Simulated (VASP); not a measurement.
## AlIn2: single point with PBE

AlIn2:

```
Al In
1.0
     0.00000    2.99897    2.99897
     2.99897    0.00000    2.99897
     2.99897    2.99897    0.00000
Al In
1 2
Direct
  0.00000 0.00000 0.00000
  0.25000 0.25000 0.25000
  0.75000 0.75000 0.75000
```

* Program: VASP 6.6.1
* Task: single point
* Functional: PBE
* Potentials or basis: VASP PAW PBE potentials, release 64 (Al, In_d)
* Cutoff: 520 eV
* k mesh: 6 × 6 × 6
* Occupations: gaussian, width 0.1 eV
* Spin: no spin polarisation

```json
{"Pressure": "37.2 GPa"}
```

Levels at points of the mesh, in eV from the Fermi level:
```csv
k point,band 10,band 11,band 12,band 13,band 14,band 15,band 16,band 17,band 18,band 19
"(0.00, 0.00, 0.00)",-14.64,-12.33,-0.29,-0.29,-0.29,1.36,1.36,1.36,1.97,3.29
"(0.50, 0.00, 0.00)",-15.21,-9.27,-8.50,-0.92,-0.92,0.10,0.79,0.79,3.20,8.25
"(0.50, 0.50, 0.00)",-14.65,-7.88,-7.47,-3.94,-3.94,-3.40,0.33,7.31,7.31,7.93
```

It took 16 s on 1 thread of Intel(R) Xeon(R) Platinum 8175M CPU @ 2.50GHz (Skylake/Cascade Lake) (shared host), peak memory 0.17 GiB.

Caveat: spin-orbit coupling is left out, which moves the levels of the heavy elements.
